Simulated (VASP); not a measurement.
Input of a VASP 6.6.1 run:

The input INCAR:

```
SYSTEM = MnS
PREC     = Accurate       ! precision mode
ENCUT    = 500            ! plane-wave cutoff, eV
EDIFF    = 1E-6           ! SCF threshold, eV
ISMEAR   = 0              ! smearing method
SIGMA    = 0.05           ! smearing width, eV
LREAL    = .False.        ! projectors in reciprocal space
LASPH    = .True.         ! aspherical terms in the spheres
NELM     = 200            ! most SCF steps
ALGO     = Normal         ! electronic algorithm
ISIF     = 2              ! what is computed and relaxed
LWAVE    = .False.        ! write WAVECAR
LCHARG   = .False.        ! write CHGCAR
MAGMOM   = 0.01 0 4.27 0 0 0.22 ! initial moments
LORBIT   = 11             ! projections on sites
LSORBIT  = .True.         ! spin-orbit coupling
GGA_COMPAT= .False.      
LORBMOM  = .True.       
LMAXMIX  = 4              ! l up to which the mixer works
NBANDS   = 31             ! bands
```

KPOINTS

```
regular mesh
0
Gamma
  6 6 6
  0 0 0
```

POSCAR

```
MnS
1.0
    0.0000000000      2.6122498900      2.6122498900
    2.6122498900      0.0000000000      2.6122498900
    2.6122498900      2.6122498900      0.0000000000
Mn S
1 1
Direct
    0.0000000000      0.0000000000      0.0000000000
    0.5000000000      0.5000000000      0.5000000000
```

Potentials or basis: VASP PAW LDA potentials, release 64 (Mn_pv, S).

The run is started by

```bash
$ cat potpaw_LDA.64/Mn_pv/POTCAR potpaw_LDA.64/S/POTCAR > POTCAR
$ mpirun -np 1 vasp_ncl > vasp.out
```

(1) Predict the pressure.

(2) Estimate the net moment.

## Answers

(1) -13.5 GPa.

(2) 4.45 μB per cell.

Caveat: the cell stands under tension; a cell with one magnetic atom can't hold antiferromagnetic order, which such compounds often take.
